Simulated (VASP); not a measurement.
# Ge (Fd-3m) in VASP: notebook

The runs below take Ge through single point, relaxation of cell and atoms, with PBEsol.

Program: VASP 6.6.1. These are calculated values, not measurements. Logs are shortened: lines on timing, memory, paths and dates and some standing lists are left out, and cuts for length are marked.

## Step 1: The cell of the first run

Symmetry: Fd-3m, No. 227, cubic system. Conventional cell: a = 5.676 Å, b = 5.676 Å, c = 5.676 Å, α = 90.00°, β = 90.00°, γ = 90.00°. Within 3.2 Å of Ge (site symmetry -43m) lie 4 Ge at 2.46 Å.

## Step 2: Single point, PBEsol

The input, INCAR:

```
  ALGO = Normal
  EDIFF = 1E-6
  ENCUT = 520
  GGA = PS
  ISIF = 2
  ISMEAR = -1
  LASPH = True
  LCHARG = False
  LREAL = False
  LWAVE = False
  NBANDS = 21
  NELM = 100
  PREC = Accurate
  SIGMA = 0.05
```

The input, KPOINTS:

```
k-points
0
Gamma
  14 14 14
```

The input, POSCAR:

```
Ge
1.0
    0.0000000000      2.8379546729      2.8379546729
    2.8379546729      0.0000000000      2.8379546729
    2.8379546729      2.8379546729      0.0000000000
Ge
2
Direct
    0.5000000000      0.5000000000      0.5000000000
    0.7500000000      0.7500000000      0.7500000000
```

Potentials or basis: VASP PAW PBE potentials, release 64 (Ge_d).

Run with:

```bash
> cat potpaw_PBE.64/Ge_d/POTCAR > POTCAR
> mpirun -np 1 vasp_std > vasp.out
```

OUTCAR:

```text
EDIFF = 1E-6
   ENCUT = 520
   GGA = PS
   ISIF = 2
   ISMEAR = -1
   LASPH = True
   LREAL = False
   NELM = 100
   PREC = Accurate

 ion  position               nearest neighbor table
   1  0.500  0.500  0.500-   2 2.46   2 2.46   2 2.46   2 2.46
   2  0.750  0.750  0.750-   1 2.46   1 2.46   1 2.46   1 2.46

  LATTYP: Found a face centered cubic cell.
 ALAT       =     5.6759093458

  Lattice vectors:

 A1 = (   0.0000000000,   2.8379546729,   2.8379546729)
 A2 = (   2.8379546729,   0.0000000000,   2.8379546729)
 A3 = (   2.8379546729,   2.8379546729,   0.0000000000)

Analysis of symmetry for initial positions (statically):
=====================================================================
 Subroutine PRICEL returns:
 Original cell was already a primitive cell.

 Routine SETGRP: Setting up the symmetry group for a
 face centered cubic supercell.

 Subroutine GETGRP returns: Found 48 space group operations
 (whereof 24 operations were pure point group operations)
 out of a pool of 48 trial point group operations.

The static configuration has the point symmetry T_d .
 The point group associated with its full space group is O_h .

Analysis of symmetry for dynamics (positions and initial velocities):
=====================================================================
 Subroutine PRICEL returns:
 Original cell was already a primitive cell.

 Routine SETGRP: Setting up the symmetry group for a
 face centered cubic supercell.

 Subroutine GETGRP returns: Found 48 space group operations
 (whereof 24 operations were pure point group operations)
 out of a pool of 48 trial point group operations.

The dynamic configuration has the point symmetry T_d .
 The point group associated with its full space group is O_h .

 Subroutine INISYM returns: Found 48 space group operations
 (whereof 24 operations are pure point group operations),
 and found     1 'primitive' translations

----------------------------------------------------------------------------------------

                                     Primitive cell

  volume of cell :      45.7137

  direct lattice vectors                    reciprocal lattice vectors
     0.000000000  2.837954673  2.837954673    -0.176183223  0.176183223  0.176183223
     2.837954673  0.000000000  2.837954673     0.176183223 -0.176183223  0.176183223
     2.837954673  2.837954673  0.000000000     0.176183223  0.176183223 -0.176183223

  length of vectors
     4.013473988  4.013473988  4.013473988     0.305158293  0.305158293  0.305158293

  position of ions in fractional coordinates (direct lattice)
     0.500000000  0.500000000  0.500000000
     0.750000000  0.750000000  0.750000000

  ion indices of the primitive-cell ions
   primitive index   ion index
                 1           1
                 2           2

----------------------------------------------------------------------------------------

 KPOINTS: k-points

Automatic generation of k-mesh.
 Grid dimensions read from file:
 generate k-points for:   14   14   14

 Generating k-lattice:

  Cartesian coordinates                     Fractional coordinates (reciprocal lattice)
    -0.012584516  0.012584516  0.012584516     0.071428571  0.000000000  0.000000000
     0.012584516 -0.012584516  0.012584516     0.000000000  0.071428571  0.000000000
     0.012584516  0.012584516 -0.012584516     0.000000000  0.000000000  0.071428571

  Length of vectors
     0.021797021  0.021797021  0.021797021

  Shift w.r.t. Gamma in fractional coordinates (k-lattice)
     0.000000000  0.000000000  0.000000000

 Subroutine IBZKPT returns following result:
 ===========================================

 Found    104 irreducible k-points:

 Following reciprocal coordinates:
            Coordinates               Weight
  0.000000  0.000000  0.000000      1.000000
  0.071429  0.000000  0.000000      8.000000
  0.142857  0.000000  0.000000      8.000000
  0.214286  0.000000  0.000000      8.000000
  0.285714  0.000000  0.000000      8.000000
  0.357143  0.000000  0.000000      8.000000
[... 16 lines left out ...]
  0.214286  0.142857  0.000000     24.000000
  0.285714  0.142857  0.000000     24.000000
 [... further k-points ...]
   k-points           NKPTS =    104   k-points in BZ     NKDIM =    104   number of bands    NBANDS=     21
   number of dos      NEDOS =    301   number of ions     NIONS =      2
   total plane-waves  NPLWV =  27000
   dimension x,y,z NGX =    30 NGY =   30 NGZ =   30
   dimension x,y,z NGXF=    60 NGYF=   60 NGZF=   60
   ions per type =               2
   NGX,Y,Z   is equivalent  to a cutoff of  12.43, 12.43, 12.43 a.u.
   NGXF,Y,Z  is equivalent  to a cutoff of  24.85, 24.85, 24.85 a.u.
 SYSTEM =  unknown system
   PREC   = accura    normal or accurate (medium, high low for compatibility)
   ISTART =      0    job   : 0-new  1-cont  2-samecut
   ICHARG =      2    charge: 1-file 2-atom 10-const
   ISPIN  =      1    spin polarized calculation?
   LNONCOLLINEAR =      F non collinear calculations
   LSORBIT =      F    spin-orbit coupling
   LASPH  =      T    aspherical Exc in radial PAW
   ENCUT  =  520.0 eV  38.22 Ry    6.18 a.u.   7.46  7.46  7.46*2*pi/ulx,y,z
   NELM   =    100;   NELMIN=  2; NELMDL= -5     # of ELM steps
   EDIFF  = 0.1E-05   stopping-criterion for ELM
   LREAL  =      F    real-space projection
[... 7 lines left out ...]
   TEBEG  =    0.0;   TEEND  =   0.0 temperature during run
   PSTRESS=    0.0 pullay stress
   NELECT =      28.0000    total number of electrons
   NUPDOWN=      -1.0000    fix difference up-down
   EMIN   =  10.00;   EMAX   =-10.00  energy-range for DOS
   EFERMI =   0.00;   METHOD = LEGACY
   ISMEAR =    -1;   SIGMA  =   0.05  broadening in eV -4-tet -1-fermi 0-gaus
   EFERMI_NEDOS =   21; number of points for ismear=-14 and -15
   IALGO  =     38    algorithm
   IMIX   =      4    mixing-type and parameters
     AMIX     =   0.40;   BMIX     =  1.00
     AMIX_MAG =   1.60;   BMIX_MAG =  1.00
  volume/ion in A,a.u.               =      22.86       154.25
  Fermi-wavevector in a.u.,A,eV,Ry     =   1.390311  2.627307 26.299593  1.932966
  Thomas-Fermi vector in A             =   2.514258
   LORBIT       =      0    0 simple, 1 ext, 2 COOP (PROOUT), +10 PAW based schemes
   GGA     = PS    functional components
   LHFCALC =     F    Hartree Fock is set to
   AEXX    =    0.0000 exact exchange contribution
   IVDW    =     0    specifies the selected vdW correction
   LEPSILON=     F    determine dielectric tensor
   LRPA    =     F    only Hartree local field effects (RPA)
 non-spin polarized calculation
  energy-cutoff  :      520.00
  volume of cell :       45.71
 maximum number of plane-waves:      1248
 NGX is ok and might be reduce to    30
   NGX = 15   NGY = 15   NGZ = 15

 number of electron      28.0000014 magnetization

 Free energy of the ion-electron system (eV)
  ---------------------------------------------------
  ext. energy  EPLUGINS =         0.00000000
  ---------------------------------------------------
  free energy    TOTEN  =        -9.87469057 eV

  energy without entropy =       -9.87421440  energy(sigma->0) =       -9.87445249

 E-fermi :   4.7931     XC(G=0): -10.0836

 val. band max:        4.7682127224   @ k =   0.0000   0.0000   0.0000
 cond. band min:       4.8619371731   @ k =   0.5000   0.0000   0.0000
 fundamental gap:      0.0937244507
 Fermi energy:         4.7931471869

 k-point     1 :       0.0000    0.0000    0.0000
  band No.  band energies     occupation
      1     -19.9803      2.00000
      2     -19.9803      2.00000
      3     -19.9803      2.00000
      4     -19.9444      2.00000
      5     -19.9444      2.00000
      6     -19.7375      2.00000
[... 13 lines left out ...]
     20      14.2229      0.00000
     21      14.2229      0.00000

 k-point     2 :       0.0714    0.0000    0.0000
  band No.  band energies     occupation
      1     -19.9835      2.00000
      2     -19.9835      2.00000
      3     -19.9795      2.00000
      4     -19.9401      2.00000
      5     -19.9401      2.00000
      6     -19.7428      2.00000
[... 13 lines left out ...]
     20      13.7360      0.00000
     21      13.7360      0.00000

 k-point     3 :       0.1429    0.0000    0.0000
  band No.  band energies     occupation
      1     -19.9898      2.00000
      2     -19.9898      2.00000
      3     -19.9771      2.00000
      4     -19.9308      2.00000
      5     -19.9308      2.00000
      6     -19.7515      2.00000
[... 13 lines left out ...]
     20      13.1772      0.00000
     21      13.1772      0.00000

 k-point     4 :       0.2143    0.0000    0.0000
  band No.  band energies     occupation
      1     -19.9957      2.00000
      2     -19.9957      2.00000
      3     -19.9737      2.00000
      4     -19.9209      2.00000
      5     -19.9209      2.00000
      6     -19.7595      2.00000
[... 13 lines left out ...]
     20      12.9659      0.00000
     21      12.9659      0.00000

 k-point     5 :       0.2857    0.0000    0.0000
  band No.  band energies     occupation
      1     -20.0000      2.00000
      2     -20.0000      2.00000
      3     -19.9698      2.00000
      4     -19.9126      2.00000
      5     -19.9126      2.00000
      6     -19.7657      2.00000
[... 13 lines left out ...]
     20      13.2310      0.00000
     21      13.2310      0.00000
[... 382 lines left out ...]
     20      13.0058      0.00000
     21      13.5537      0.00000

 k-point    22 :       0.1429    0.1429    0.0000
  band No.  band energies     occupation
      1     -19.9884      2.00000
      2     -19.9874      2.00000
      3     -19.9874      2.00000
      4     -19.9330      2.00000
      5     -19.9158      2.00000
      6     -19.7780      2.00000
[... 13 lines left out ...]
     20      12.5204      0.00000
     21      14.5678      0.00000

 k-point    23 :       0.2143    0.1429    0.0000
  band No.  band energies     occupation
      1     -19.9965      2.00000
      2     -19.9917      2.00000
      3     -19.9826      2.00000
      4     -19.9256      2.00000
      5     -19.9040      2.00000
      6     -19.7908      2.00000
[... 13 lines left out ...]
     20      13.2970      0.00000
     21      14.4754      0.00000

 k-point    24 :       0.2857    0.1429    0.0000
  band No.  band energies     occupation
      1     -20.0046      2.00000
      2     -19.9965      2.00000
      3     -19.9746      2.00000
      4     -19.9166      2.00000
      5     -19.8935      2.00000
      6     -19.8006      2.00000
[... 13 lines left out ...]
     20      13.9181      0.00000
     21      14.5076      0.00000

 [... further k-points ...]

------------------------ aborting loop because EDIFF is reached ----------------------------------------

  FORCE on cell =-STRESS in cart. coord.  units (eV):
  Direction    XX          YY          ZZ          XY          YZ          ZX
  --------------------------------------------------------------------------------------
  -------------------------------------------------------------------------------------
  Total       -0.1196896     -0.1196896     -0.1196896      0.0000000      0.0000000      0.0000000
  in kB       -4.1948898     -4.1948898     -4.1948898      0.0000000      0.0000000      0.0000000
  external PRESSURE =      -4.1948898 kB  Pullay stress =       0.0000000 kB

 VOLUME and BASIS-vectors are now :
 -----------------------------------------------------------------------------
  energy-cutoff  :      520.00
  volume of cell :       45.71
      direct lattice vectors                 reciprocal lattice vectors
     0.000000000  2.837954673  2.837954673    -0.176183223  0.176183223  0.176183223
     2.837954673  0.000000000  2.837954673     0.176183223 -0.176183223  0.176183223
     2.837954673  2.837954673  0.000000000     0.176183223  0.176183223 -0.176183223

 POSITION                                       TOTAL-FORCE (eV/Angst)
 -----------------------------------------------------------------------------------
      2.83795      2.83795      2.83795         0.000000     -0.000000     -0.000000
      4.25693      4.25693      4.25693        -0.000000      0.000000      0.000000
 -----------------------------------------------------------------------------------
    total drift:                                0.000000     -0.000000     -0.000000

  FREE ENERGIE OF THE ION-ELECTRON SYSTEM (eV)
  ---------------------------------------------------
  free  energy   TOTEN  =        -9.8746905708 eV

  energy  without entropy=       -9.8742144019  energy(sigma->0) =       -9.87445249
```

Wall time 53 s (1 thread of Intel Xeon Platinum 8488C (Sapphire Rapids), shared host); peak memory 0.21 GiB.

Results:

```
Free energy            : -9.8747 eV
Pressure               : -0.4 GPa
Band gap on the k mesh : zero (filled and empty bands touch)
```

Caveat: semilocal functionals underestimate gaps, and a narrow one can read as zero; the PAW data sets were made with another functional, which shifts forces and pressure a little.

(Part 1 of 2 ends here.)

The gap in the log of VASP goes by the Fermi energy; the results here count the filled bands.